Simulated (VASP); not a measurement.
Write the native input for VASP 6.6.1 that does the following.

- Task: single point
- Functional: PBE
- Dispersion: D3(BJ)
- Potentials or basis: VASP PAW PBE potentials, release 64 (Ge_d)
- Cutoff: 520 eV
- k mesh: 12 × 12 × 1
- Occupations: gaussian, width 0.1 eV
- Spin: no spin polarisation
- Dipole correction: yes
- Further INCAR settings: ALGO = Normal; EDIFF = 1e-06; NBANDS = 21

The structure of Ge lies in POSCAR:

```
Ge
1.0
    3.7710000000      0.0000000000      0.0000000000
   -1.8855000000      3.2657817977      0.0000000000
    0.0000000000      0.0000000000     28.0000000000
Ge
2
Direct
    0.3333333333      0.6666666667      0.5157142857
    0.6666666667      0.3333333333      0.4842857143
```

One way to write it, as run:

INCAR

```
ALGO = Normal
DIPOL = 0.5 0.5 0.500
EDIFF = 1E-6
ENCUT = 520
GGA = PE
IDIPOL = 3
ISIF = 2
ISMEAR = 0
IVDW = 12
LASPH = True
LCHARG = False
LDIPOL = True
LREAL = False
LWAVE = False
NBANDS = 21
NELM = 60
PREC = Accurate
SIGMA = 0.1
```

KPOINTS

```
k-points
0
Gamma
  12 12 1
```

Potentials or basis: VASP PAW PBE potentials, release 64 (Ge_d).

The run is started by

```sh
$ cat potpaw_PBE.64/Ge_d/POTCAR > POTCAR
$ mpirun -np 1 vasp_std > vasp.out
```

It gave:

* Largest force: 0.141 eV/Å
* Band gap on the k mesh: zero (band 14 reaches -2.71 eV, above the bottom of band 15 at -3.32 eV)
* Dispersion energy per atom: -0.174 eV

It took 110 s on 1 thread of Intel(R) Xeon(R) 6975P-C (Granite Rapids), with other jobs on the host, peak memory 0.44 GiB.
